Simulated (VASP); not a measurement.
# AlPt (P2_13) in VASP: a series of runs

Runs on AlPt. Level: PBEsol. Tasks: single point.

Everything below comes from runs of VASP 6.6.1. Logs are shortened: lines on timing, memory, paths and dates and some standing lists are left out, and cuts for length are marked.

## (1) The cell of the first run

Symmetry: P2_13, No. 198, cubic system. The conventional cell has a = 4.869 Å, b = 4.869 Å, c = 4.869 Å, α = 90.00°, β = 90.00°, γ = 90.00°. Within 3.3 Å of Al (site symmetry 3) lie 7 Pt at 2.47 to 2.82 Å and 6 Al at 3.01 Å. Within 3.3 Å of Pt (site symmetry 3) lie 7 Al at 2.47 to 2.82 Å and 6 Pt at 3.07 Å.

## (2) Single point, PBEsol (atoms displaced along a vibrational mode)

INCAR reads:

```
PREC = Accurate
ENCUT = 520
EDIFF = 1E-7
ISMEAR = 0
SIGMA = 0.15
LREAL = F
LASPH = T
NELM = 80
ALGO = Fast
ISIF = 2
LWAVE = F
LCHARG = F
GGA = PS
NBANDS = 36
```

KPOINTS reads:

```
regular mesh
0
Gamma
  8 8 8
```

POSCAR reads:

```
AlPt
1.0
    4.8685043982      0.0000000000      0.0000000000
    0.0000000000      4.8685043982      0.0000000000
    0.0000000000      0.0000000000      4.8685043982
Al Pt
4 4
Direct
    0.8430162877      0.8430162877      0.8430162877
    0.6569837123      0.1569837123      0.3430162877
    0.3430162877      0.6569837123      0.1569837123
    0.1569837123      0.3430162877      0.6569837123
    0.1777005792      0.1777005792      0.1777005792
    0.3222994208      0.8222994208      0.6777005792
    0.6777005792      0.3222994208      0.8222994208
    0.8222994208      0.6777005792      0.3222994208
```

Potentials or basis: VASP PAW PBE potentials, release 64 (Al, Pt).

Command:

```
$ cat potpaw_PBE.64/Al/POTCAR potpaw_PBE.64/Pt/POTCAR > POTCAR
$ mpirun -np 1 vasp_std > vasp.out
```

OUTCAR:

```text
PREC = Accurate
   ENCUT = 520
   EDIFF = 1E-7
   ISMEAR = 0
   LREAL = F
   LASPH = T
   NELM = 80
   ISIF = 2
   GGA = PS

 ion  position               nearest neighbor table
   1  0.843  0.843  0.843-   6 2.47   7 2.47   8 2.47   8 2.66   7 2.66   6 2.66   5 2.82   2 3.01
                             3 3.01   4 3.01   4 3.01   3 3.01   2 3.01
   2  0.657  0.157  0.343-   5 2.47   7 2.47   8 2.47   8 2.66   5 2.66   7 2.66   6 2.82   4 3.01
                             1 3.01   1 3.01   3 3.01   3 3.01   4 3.01
   3  0.343  0.657  0.157-   5 2.47   6 2.47   8 2.47   6 2.66   5 2.66   8 2.66   7 2.82   4 3.01
                             1 3.01   4 3.01   2 3.01   1 3.01   2 3.01
   4  0.157  0.343  0.657-   5 2.47   6 2.47   7 2.47   5 2.66   7 2.66   6 2.66   8 2.82   3 3.01
                             1 3.01   3 3.01   1 3.01   2 3.01   2 3.01
   5  0.178  0.178  0.178-   2 2.47   3 2.47   4 2.47   4 2.66   3 2.66   2 2.66   1 2.82   6 3.07
                             6 3.07   7 3.07   8 3.07   8 3.07   7 3.07
   6  0.322  0.822  0.678-   1 2.47   3 2.47   4 2.47   4 2.66   1 2.66   3 2.66   2 2.82   7 3.07
                             8 3.07   5 3.07   5 3.07   7 3.07   8 3.07
   7  0.678  0.322  0.822-   1 2.47   2 2.47   4 2.47   2 2.66   1 2.66   4 2.66   3 2.82   6 3.07
                             8 3.07   8 3.07   6 3.07   5 3.07   5 3.07
   8  0.822  0.678  0.322-   1 2.47   2 2.47   3 2.47   1 2.66   3 2.66   2 2.66   4 2.82   6 3.07
                             7 3.07   7 3.07   5 3.07   5 3.07   6 3.07

  LATTYP: Found a simple cubic cell.
 ALAT       =     4.8685043982

  Lattice vectors:

 A1 = (   4.8685043982,   0.0000000000,   0.0000000000)
 A2 = (   0.0000000000,   4.8685043982,   0.0000000000)
 A3 = (   0.0000000000,   0.0000000000,   4.8685043982)

Analysis of symmetry for initial positions (statically):
=====================================================================
 Subroutine PRICEL returns:
 Original cell was already a primitive cell.

 Routine SETGRP: Setting up the symmetry group for a
 simple cubic supercell.

 Subroutine GETGRP returns: Found 12 space group operations
 (whereof  3 operations were pure point group operations)
 out of a pool of 48 trial point group operations.

The static configuration has the point symmetry C_3 .
 The point group associated with its full space group is T   .

Analysis of symmetry for dynamics (positions and initial velocities):
=====================================================================
 Subroutine PRICEL returns:
 Original cell was already a primitive cell.

 Routine SETGRP: Setting up the symmetry group for a
 simple cubic supercell.

 Subroutine GETGRP returns: Found 12 space group operations
 (whereof  3 operations were pure point group operations)
 out of a pool of 48 trial point group operations.

The dynamic configuration has the point symmetry C_3 .
 The point group associated with its full space group is T   .

 Subroutine INISYM returns: Found 12 space group operations
 (whereof  3 operations are pure point group operations),
 and found     1 'primitive' translations

----------------------------------------------------------------------------------------

                                     Primitive cell

  volume of cell :     115.3949

  direct lattice vectors                    reciprocal lattice vectors
     4.868504398  0.000000000  0.000000000     0.205401889  0.000000000  0.000000000
     0.000000000  4.868504398  0.000000000     0.000000000  0.205401889  0.000000000
     0.000000000  0.000000000  4.868504398     0.000000000  0.000000000  0.205401889

  length of vectors
     4.868504398  4.868504398  4.868504398     0.205401889  0.205401889  0.205401889

  position of ions in fractional coordinates (direct lattice)
     0.843016288  0.843016288  0.843016288
     0.656983712  0.156983712  0.343016288
     0.343016288  0.656983712  0.156983712
     0.156983712  0.343016288  0.656983712
     0.177700579  0.177700579  0.177700579
     0.322299421  0.822299421  0.677700579
     0.677700579  0.322299421  0.822299421
     0.822299421  0.677700579  0.322299421

  ion indices of the primitive-cell ions
   primitive index   ion index
                 1           1
                 2           2
                 3           3
                 4           4
                 5           5
                 6           6
                 7           7
                 8           8

----------------------------------------------------------------------------------------

 KPOINTS: regular mesh

Automatic generation of k-mesh.
 Grid dimensions read from file:
 generate k-points for:    8    8    8

 Generating k-lattice:

  Cartesian coordinates                     Fractional coordinates (reciprocal lattice)
     0.025675236  0.000000000  0.000000000     0.125000000  0.000000000  0.000000000
     0.000000000  0.025675236  0.000000000     0.000000000  0.125000000  0.000000000
     0.000000000  0.000000000  0.025675236     0.000000000  0.000000000  0.125000000

  Length of vectors
     0.025675236  0.025675236  0.025675236

  Shift w.r.t. Gamma in fractional coordinates (k-lattice)
     0.000000000  0.000000000  0.000000000

 Subroutine IBZKPT returns following result:
 ===========================================

 Found     45 irreducible k-points:

 Following reciprocal coordinates:
            Coordinates               Weight
  0.000000  0.000000  0.000000      1.000000
  0.125000  0.000000  0.000000      6.000000
  0.250000  0.000000  0.000000      6.000000
  0.375000  0.000000  0.000000      6.000000
  0.500000  0.000000  0.000000      3.000000
  0.125000  0.125000  0.000000     12.000000
[... 16 lines left out ...]
  0.250000  0.125000  0.125000     24.000000
  0.375000  0.125000  0.125000     24.000000
 [... further k-points ...]
   k-points           NKPTS =     45   k-points in BZ     NKDIM =     45   number of bands    NBANDS=     36
   number of dos      NEDOS =    301   number of ions     NIONS =      8
   total plane-waves  NPLWV =  46656
   dimension x,y,z NGX =    36 NGY =   36 NGZ =   36
   dimension x,y,z NGXF=    72 NGYF=   72 NGZF=   72
   ions per type =               4   4
   NGX,Y,Z   is equivalent  to a cutoff of  12.29, 12.29, 12.29 a.u.
   NGXF,Y,Z  is equivalent  to a cutoff of  24.59, 24.59, 24.59 a.u.
 SYSTEM =  unknown system
   PREC   = accura    normal or accurate (medium, high low for compatibility)
   ISTART =      0    job   : 0-new  1-cont  2-samecut
   ICHARG =      2    charge: 1-file 2-atom 10-const
   ISPIN  =      1    spin polarized calculation?
   LNONCOLLINEAR =      F non collinear calculations
   LSORBIT =      F    spin-orbit coupling
   LASPH  =      T    aspherical Exc in radial PAW
   ENCUT  =  520.0 eV  38.22 Ry    6.18 a.u.   9.05  9.05  9.05*2*pi/ulx,y,z
   NELM   =     80;   NELMIN=  2; NELMDL= -5     # of ELM steps
   EDIFF  = 0.1E-06   stopping-criterion for ELM
   LREAL  =      F    real-space projection
   EDIFFG = 0.1E-05   stopping-criterion for IOM
   NSW    =      0    number of steps for IOM
   IBRION =     -1    ionic relax: 0-MD 1-quasi-New 2-CG
   NFREE  =      0    steps in history (QN), initial steepest desc. (CG)
   ISIF   =      2    stress and relaxation
   ISYM   =      2    0-nonsym 1-usesym 2-fastsym
   POTIM  = 0.5000    time-step for ionic-motion
   TEBEG  =    0.0;   TEEND  =   0.0 temperature during run
   PSTRESS=    0.0 pullay stress
   NELECT =      52.0000    total number of electrons
   NUPDOWN=      -1.0000    fix difference up-down
   EMIN   =  10.00;   EMAX   =-10.00  energy-range for DOS
   EFERMI =   0.00;   METHOD = LEGACY
   ISMEAR =     0;   SIGMA  =   0.15  broadening in eV -4-tet -1-fermi 0-gaus
   EFERMI_NEDOS =   21; number of points for ismear=-14 and -15
   IALGO  =     68    algorithm
   IMIX   =      4    mixing-type and parameters
     AMIX     =   0.40;   BMIX     =  1.00
     AMIX_MAG =   1.60;   BMIX_MAG =  1.00
  volume/ion in A,a.u.               =      14.42        97.34
  Fermi-wavevector in a.u.,A,eV,Ry     =   1.255106  2.371806 21.433134  1.575291
  Thomas-Fermi vector in A             =   2.388879
   LORBIT       =      0    0 simple, 1 ext, 2 COOP (PROOUT), +10 PAW based schemes
   GGA     = PS    functional components
   LHFCALC =     F    Hartree Fock is set to
   AEXX    =    0.0000 exact exchange contribution
   IVDW    =     0    specifies the selected vdW correction
   LEPSILON=     F    determine dielectric tensor
   LRPA    =     F    only Hartree local field effects (RPA)
 non-spin polarized calculation
 RMM-DIIS sequential band-by-band and
 Gauss-broadening in eV      SIGMA  =   0.15
  energy-cutoff  :      520.00
  volume of cell :      115.39
 maximum number of plane-waves:      3136
   NGX = 19   NGY = 19   NGZ = 19

 number of electron      51.9999999 magnetization

 Free energy of the ion-electron system (eV)
  ---------------------------------------------------
  ext. energy  EPLUGINS =         0.00000000
  ---------------------------------------------------
  free energy    TOTEN  =       -52.00579801 eV

  energy without entropy =      -51.98318401  energy(sigma->0) =      -51.99449101

 E-fermi :  10.3992     XC(G=0): -12.2919

 val. band max:       10.3734274617   @ k =   0.5000   0.3750   0.0000
 cond. band min:      10.4461666518   @ k =   0.3750   0.3750   0.0000
 fundamental gap:      0.0727391901
 Fermi energy:        10.3992116923

 k-point     1 :       0.0000    0.0000    0.0000
  band No.  band energies     occupation
      1      -0.7890      2.00000
      2       3.3063      2.00000
      3       3.3063      2.00000
      4       3.3063      2.00000
      5       5.0451      2.00000
      6       5.0451      2.00000
[... 28 lines left out ...]
     35      15.7705      0.00000
     36      15.7705      0.00000
[... 866 lines left out ...]
      6       4.7080      2.00000
[... 28 lines left out ...]
     35      15.9265      0.00000
     36      17.4902      0.00000

 [... further k-points ...]

------------------------ aborting loop because EDIFF is reached ----------------------------------------

  FORCE on cell =-STRESS in cart. coord.  units (eV):
  Direction    XX          YY          ZZ          XY          YZ          ZX
  --------------------------------------------------------------------------------------
  -------------------------------------------------------------------------------------
  Total        2.9622397      2.9622397      2.9622397     -0.0000000     -0.0000000      0.0000000
  in kB       41.1286149     41.1286149     41.1286149     -0.0000000     -0.0000000      0.0000000
  external PRESSURE =      41.1286149 kB  Pullay stress =       0.0000000 kB

 VOLUME and BASIS-vectors are now :
 -----------------------------------------------------------------------------
  energy-cutoff  :      520.00
  volume of cell :      115.39
      direct lattice vectors                 reciprocal lattice vectors
     4.868504398  0.000000000  0.000000000     0.205401889  0.000000000  0.000000000
     0.000000000  4.868504398  0.000000000     0.000000000  0.205401889  0.000000000
     0.000000000  0.000000000  4.868504398     0.000000000  0.000000000  0.205401889

 POSITION                                       TOTAL-FORCE (eV/Angst)
 -----------------------------------------------------------------------------------
      4.10423      4.10423      4.10423        -0.173032     -0.173032     -0.173032
      3.19853      0.76428      1.66998         0.173032      0.173032     -0.173032
      1.66998      3.19853      0.76428        -0.173032      0.173032      0.173032
      0.76428      1.66998      3.19853         0.173032     -0.173032      0.173032
      0.86514      0.86514      0.86514        -1.024758     -1.024758     -1.024758
      1.56912      4.00337      3.29939         1.024758      1.024758     -1.024758
      3.29939      1.56912      4.00337        -1.024758      1.024758      1.024758
      4.00337      3.29939      1.56912         1.024758     -1.024758      1.024758
 -----------------------------------------------------------------------------------
    total drift:                                0.000000      0.000000      0.000000

  FREE ENERGIE OF THE ION-ELECTRON SYSTEM (eV)
  ---------------------------------------------------
  free  energy   TOTEN  =       -52.0057980109 eV

  energy  without entropy=      -51.9831840116  energy(sigma->0) =      -51.99449101
```

Wall time 71 s (1 thread of Intel Xeon 6975P-C (Granite Rapids), shared host); peak memory 0.29 GiB.

Results:

- Free energy: -52.0058 eV
- Pressure: 4.1 GPa
- Largest force: 1.775 eV/Å
- Band gap on the k mesh: zero (bands 26 and 27 overlap by 1.54 eV)

Forces on the atoms (eV/Å):
```
Al  -0.173 -0.173 -0.173
Al   0.173  0.173 -0.173
Al  -0.173  0.173  0.173
Al   0.173 -0.173  0.173
Pt  -1.025 -1.025 -1.025
Pt   1.025  1.025 -1.025
Pt  -1.025  1.025  1.025
Pt   1.025 -1.025  1.025
```

Levels at points of the mesh, in eV from the Fermi level:
```
           k point  band 24  band 25  band 26  band 27  band 28  band 29
(0.00, 0.00, 0.00)    -1.93    -0.58    -0.58    -0.58     3.72     3.72
(0.50, 0.00, 0.00)    -1.80    -0.45    -0.45     1.12     1.12     2.84
(0.50, 0.50, 0.00)    -2.16     0.50     0.50     1.14     1.14     2.85
(0.50, 0.50, 0.50)    -2.61    -1.04    -1.04    -1.04    -1.04     6.86
```

Caveat: the cell differs from its parent crystal (atoms displaced along a vibrational mode); the cell stands under pressure; the PAW data sets were made with another functional, which shifts forces and pressure a little; spin-orbit coupling is left out, which moves the levels of the heavy elements.

(Part 1 of 2 ends here.)
